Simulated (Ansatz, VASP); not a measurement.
**One calculation of CdTe, two programs**

```
CELL_PARAMETERS angstrom
0.00000 3.39343 3.39343
3.39343 0.00000 3.39343
3.39343 3.39343 0.00000
ATOMIC_POSITIONS crystal
Cd 0.00000 0.00000 0.00000
Te 0.25000 0.25000 0.25000
```

Alike in both runs: task single point; functional LDA; k mesh 4 × 4 × 4; occupations gaussian, width 0.05 eV; no spin polarisation.

```csv
,VASP,Ansatz
version,VASP 6.6.1,Ansatz 0.2.0
potentials or method,"VASP PAW LDA potentials, release 64 (Cd, Te), cutoff 500 eV","scalar-relativistic, plane waves, PAW"
valence electrons in the cell,18,36
```

```tsv
	VASP	Ansatz	Ansatz less VASP
gap on the k mesh at the Fermi level (eV)	0.13	0.10	-0.033
least direct gap on the mesh (eV)	0.13	0.10	-0.033
pressure (GPa)	-5.0	-5.1	-0.12
```

LDA's correlation is that of Perdew and Zunger in VASP and of Perdew and Wang (1992) in Ansatz. VASP's potentials hold 18 valence electrons a cell and Ansatz's 36, so a difference there can come from the potentials and not from the codes.

Spin-orbit coupling is off throughout.
